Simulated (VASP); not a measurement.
ZnS (rocksalt type), 2 atoms in the cell. Symmetry: Fm-3m, No. 225, cubic system. Conventional cell: a = 4.324 Å, b = 4.324 Å, c = 4.324 Å, α = 90.00°, β = 90.00°, γ = 90.00°. Zn (site symmetry m-3m) has 6 S at 2.16 Å within 2.9 Å. Within 2.9 Å of S (site symmetry m-3m) lie 6 Zn at 2.16 Å.  This cell differs from its parent crystal: volume scaled by 0.64.

- Program: VASP 6.6.1
- Task: density of states
- Functional: PBEsol
- Potentials or basis: VASP PAW PBE potentials, release 64 (Zn, S)
- Cutoff: 520 eV
- k mesh: 16 × 16 × 16
- Occupations: fermi-dirac, width 0.05 eV
- Spin: no spin polarisation
- Dipole correction: no
- k mesh for the DOS: 24 × 24 × 24
- Occupations for the DOS: tetrahedron
- Further INCAR settings: ALGO = Normal; EDIFF = 1e-06

Potentials or basis: VASP PAW PBE potentials, release 64 (Zn, S).

The run is started by

```bash
$ cat potpaw_PBE.64/Zn/POTCAR potpaw_PBE.64/S/POTCAR > POTCAR
$ cp INCAR.step1 INCAR
$ cp KPOINTS.step1 KPOINTS
$ mpirun -np 1 vasp_std > vasp.out
$ cp INCAR.step2 INCAR
$ cp KPOINTS.step2 KPOINTS
$ mpirun -np 1 vasp_std > vasp.out
```

Hardware: 1 thread of Intel(R) Xeon(R) 6975P-C (Granite Rapids), with other jobs on the host.

**Question.** How long does it take, and how much memory?

**Answer.** Wall time 34 s on 1 thread of Intel(R) Xeon(R) 6975P-C (Granite Rapids) (shared host), peak memory 0.22 GiB. Counts: k points 413.
